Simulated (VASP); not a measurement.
A run of VASP 6.6.1 is set up as follows.

Contents of INCAR:

```
ALGO = Normal ; EDIFF = 1E-6
ENCUT = 520 ; GGA = PS
ISIF = 2 ; ISMEAR = -1
ISPIN = 2 ; LASPH = True
LCHARG = False ; LORBIT = 11
LREAL = False ; LWAVE = False
MAGMOM = 2 3 ; NBANDS = 20
NELM = 150 ; PREC = Accurate
SIGMA = 0.05
```

KPOINTS

```
k-points
0
Gamma
  16 16 16
```

The input POSCAR:

```
ZnS
1.0
    0.0000000000      2.1622143090      2.1622143090
    2.1622143090      0.0000000000      2.1622143090
    2.1622143090      2.1622143090      0.0000000000
Zn S
1 1
Direct
    0.0000000000      0.0000000000      0.0000000000
    0.5000000000      0.5000000000      0.5000000000
```

Potentials or basis: VASP PAW PBE potentials, release 64 (Zn, S).

Run with:

```bash
$ cat potpaw_PBE.64/Zn/POTCAR potpaw_PBE.64/S/POTCAR > POTCAR
$ mpirun -np 1 vasp_std > vasp.out
```

Task: What does it give for the net moment?

Result: 0.00 μB per cell.

Task: Predict the band gap on the k mesh.

Result: Zero (filled and empty bands overlap).

Task: Predict the pressure.

Result: 121.1 GPa.

Caveat: the PAW data sets were made with another functional, which shifts forces and pressure a little.
